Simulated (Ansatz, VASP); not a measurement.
Ir in VASP and in Ansatz

INCAR

```
PREC = Accurate
ENCUT = 520
EDIFF = 1E-6
ISMEAR = -1
SIGMA = 0.1
LREAL = False
LASPH = True
NELM = 80
ALGO = Normal
ISIF = 2
LWAVE = False
LCHARG = True
GGA = CA
LELF = True
LVHAR = True
NBANDS = 16
```

File KPOINTS:

```
regular mesh
0
Gamma
  11 11 11
```

The input POSCAR:

```
Ir
1.0
    0.0000000000      2.8439925633      2.8439925633
    2.8439925633      0.0000000000      2.8439925633
    2.8439925633      2.8439925633      0.0000000000
Ir
2
Direct
    0.1250000000      0.1250000000      0.1250000000
    0.8750000000      0.8750000000      0.8750000000
```

Input for Ansatz:

```yaml
crystal:
  lattice:
    - [0.0, 2.8439925633, 2.8439925633]
    - [2.8439925633, 0.0, 2.8439925633]
    - [2.8439925633, 2.8439925633, 0.0]
  atoms:
    - { symbol: Ir, position: [0.125, 0.125, 0.125] }
    - { symbol: Ir, position: [0.875, 0.875, 0.875] }
hamiltonian:
  xc: lda
  pseudopotentials:
    kind: paw
    azcp:
      Ir: "pseudopotentials/Ir.paw.azcp"
basis:
  ecutwfc: 420
  fft_grid_basis: typed
kpoints:
  mp_grid: { grid: [11, 11, 11], shift: [0, 0, 0] }
magnetization:
  spin_polarized: false
scf:
  occupations: { method: fermi_dirac, width: 0.1 }
  lower_state_search: "off"
output:
  stress: true
```

Alike in both runs: task single point; functional LDA; k mesh 11 × 11 × 11; occupations fermi-dirac, width 0.1 eV; no spin polarisation.

|  | VASP | Ansatz |
| --- | --- | --- |
| version | VASP 6.6.1 | Ansatz 0.2.0 |
| potentials or method | VASP PAW LDA potentials, release 64 (Ir), cutoff 520 eV | plane waves (420 eV) with PAW, scalar-relativistic |
| valence electrons in the cell | 18 | 34 |

Ansatz gave:

- pressure (GPa): -18.6

Problem. What did VASP give for the same quantities?

Solution. Pressure (GPa): -18.1.

Ansatz warns that its potentials were made for another functional, while VASP's fit it. LDA's correlation is that of Perdew and Zunger in VASP and of Perdew and Wang (1992) in Ansatz. VASP's potentials hold 18 valence electrons a cell and Ansatz's 34, so a difference there can come from the potentials and not from the codes.

Spin-orbit coupling is off throughout.
